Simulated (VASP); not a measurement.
**RbSi6: single point with PBE**

Crystal: RbSi6.

```
Rb Si
1.0
    -3.40185    3.40185    3.40185
     3.40185   -3.40185    3.40185
     3.40185    3.40185   -3.40185
Rb Si
1 6
Direct
  0.00000 0.00000 0.00000
  0.75000 0.25000 0.50000
  0.25000 0.75000 0.50000
  0.50000 0.25000 0.75000
  0.75000 0.50000 0.25000
  0.50000 0.75000 0.25000
  0.25000 0.50000 0.75000
```

- Program: VASP 6.6.1
- Task: single point
- Functional: PBE
- Potentials or basis: VASP PAW PBE potentials, release 64 (Rb_sv, Si)
- Cutoff: 520 eV
- k mesh: 8 × 8 × 8
- Occupations: gaussian, width 0.1 eV
- Spin: no spin polarisation
- Dipole correction: no
- k mesh for the DOS: 12 × 12 × 12
- Occupations for the DOS: tetrahedron
- Further INCAR settings: ALGO = Normal; EDIFF = 1e-06; NBANDS = 26

```
Valence electrons inside the program's atomic spheres : Rb 7.31; Si 1.65
```

Levels at points of the mesh, in eV from the Fermi level:
```tsv
k point	band 13	band 14	band 15	band 16	band 17	band 18	band 19	band 20
(0.00, 0.00, 0.00)	-3.61	-2.61	-2.61	-2.61	1.47	1.47	1.47	1.61
(0.50, 0.00, 0.00)	-3.71	-2.68	-1.96	-1.33	-0.07	1.40	1.53	1.78
(0.50, 0.50, 0.50)	-2.54	-0.61	-0.61	-0.61	-0.30	-0.30	-0.30	1.96
```

Run time: 8.1 min on 1 thread of Oxide Virtual Turin-like Processor, with other jobs on the host, peak memory 0.42 GiB.
